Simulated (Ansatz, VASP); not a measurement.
SnSe: VASP beside Ansatz

INCAR

```
  ALGO = Normal
  EDIFF = 1E-6
  ENCUT = 520
  GGA = CA
  ISIF = 2
  ISMEAR = 0
  LASPH = True
  LCHARG = False
  LREAL = False
  LWAVE = False
  NBANDS = 17
  NELM = 60
  PREC = Accurate
  SIGMA = 0.05
```

File KPOINTS:

```
k-points
0
Gamma
  8 8 8
```

The input POSCAR:

```
SnSe
1.0
    0.0000000000      3.0100000000      3.1304000000
    3.0100000000      0.0000000000      3.1304000000
    3.0100000000      3.0100000000      0.0000000000
Sn Se
1 1
Direct
    0.0000000000      0.0000000000      0.0000000000
    0.5000000000      0.5000000000      0.5000000000
```

Input for Ansatz:

```yaml
crystal:
  lattice:
    - [0.0, 3.01, 3.1304]
    - [3.01, 0.0, 3.1304]
    - [3.01, 3.01, 0.0]
  atoms:
    - { symbol: Sn, position: [0.0, 0.0, 0.0] }
    - { symbol: Se, position: [0.5, 0.5, 0.5] }
basis:
  ecutwfc: 420
kpoints:
  mp_grid: { grid: [8, 8, 8] }
hamiltonian:
  xc: lda
scf:
  occupations: { method: gaussian, width: 0.05 }
output:
  forces: true
  stress: true
  eigenvalues: true
```

Change from the starting cell: strain +0.0400 x Voigt [0, 0, 1, 0, 0, 0], atoms carried along.

Alike in both runs: task single point; functional LDA; k mesh 8 × 8 × 8; occupations gaussian, width 0.05 eV; no spin polarisation.

|  | VASP | Ansatz |
| --- | --- | --- |
| version | VASP 6.6.1 | Ansatz 0.2.0 |
| potentials or method | VASP PAW LDA potentials, release 64 (Sn_d, Se), cutoff 520 eV | scalar-relativistic, plane waves, PAW |
| valence electrons in the cell | 20 | 30 |

|  | VASP | Ansatz | Ansatz less VASP |
| --- | --- | --- | --- |
| gap on the k mesh at the Fermi level (eV) | 0.50 | 0.49 | -0.017 |
| least direct gap on the mesh (eV) | 0.50 | 0.49 | -0.017 |
| pressure (GPa) | -4.7 | -4.8 | -0.07 |
| traceless stress, the component that is largest in VASP (GPa) | -2.17 | -2.14 | +0.028 |

LDA's correlation is that of Perdew and Zunger in VASP and of Perdew and Wang (1992) in Ansatz. VASP's potentials hold 20 valence electrons a cell and Ansatz's 30, so a difference there can come from the potentials and not from the codes.
